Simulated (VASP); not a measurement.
Sc2Ru, 3 atoms in the cell. It takes space group Fm-3m (No. 225, cubic). The conventional cell has a = 5.867 Å, b = 5.867 Å, c = 5.867 Å, α = 90.00°, β = 90.00°, γ = 90.00°. Within 3.4 Å of Sc (site symmetry -43m) lie 4 Ru at 2.54 Å and 6 Sc at 2.93 Å. Ru (site symmetry m-3m) has 8 Sc at 2.54 Å within 3.4 Å. 

- Program: VASP 6.6.1
- Task: relaxation of cell and atoms
- Functional: PBE
- Potentials or basis: VASP PAW PBE potentials, release 64 (Sc_sv, Ru_pv)
- Cutoff: 600 eV
- k mesh: 6 × 6 × 6
- Occupations: gaussian, width 0.1 eV
- Spin: no spin polarisation
- Dipole correction: no
- Further INCAR settings: ALGO = Normal; EDIFF = 1e-07; IBRION = 2; EDIFFG = -0.04; NSW = 90; ISIF = 3

Potentials or basis: VASP PAW PBE potentials, release 64 (Sc_sv, Ru_pv).

The run is started by

```console
$ cat potpaw_PBE.64/Sc_sv/POTCAR potpaw_PBE.64/Ru_pv/POTCAR > POTCAR
$ mpirun -np 1 vasp_std > vasp.out
```

Hardware: 1 thread of Intel(R) Xeon(R) 6975P-C (Granite Rapids), with other jobs on the host.

Task: Estimate the wall time of this run.

Result: Run time: 49 s on 1 thread of Intel(R) Xeon(R) 6975P-C (Granite Rapids) (shared host), peak memory 0.22 GiB. Counts: scf iterations 54, k points 16, ion steps 4.
